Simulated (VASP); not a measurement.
Here is a VASP 6.6.1 calculation.

Contents of INCAR:

```
  PREC = Accurate
  ENCUT = 520
  EDIFF = 1E-6
  ISMEAR = 0
  SIGMA = 0.02
  LREAL = False
  LASPH = True
  NELM = 100
  ALGO = Normal
  ISIF = 2
  LWAVE = False
  LCHARG = False
  GGA = PE
  NBANDS = 14
```

Contents of KPOINTS:

```
regular mesh
0
Gamma
  8 8 6
```

Contents of POSCAR:

```
ZnH2
1.0
    2.8379283646      0.0000000000      0.0000000000
    0.0000000000      2.8379283646      0.0000000000
    0.0000000000      0.0000000000      5.1687568959
Zn H
1 2
Direct
    0.0000000000      0.0000000000      0.5000000000
    0.0000000000      0.5000000000      0.6819701686
    0.5000000000      0.0000000000      0.3180298314
```

Potentials or basis: VASP PAW PBE potentials, release 64 (Zn, H).

Launch:

```console
$ cat potpaw_PBE.64/Zn/POTCAR potpaw_PBE.64/H/POTCAR > POTCAR
$ mpirun -np 1 vasp_std > vasp.out
```

(1) Predict the pressure.

(2) Estimate the band gap on the k mesh.

(3) Predict the largest force.

Answers

(1) 0.1 GPa.

(2) 3.19 eV, indirect (least direct gap 4.19 eV).

(3) 0.022 eV/Å.
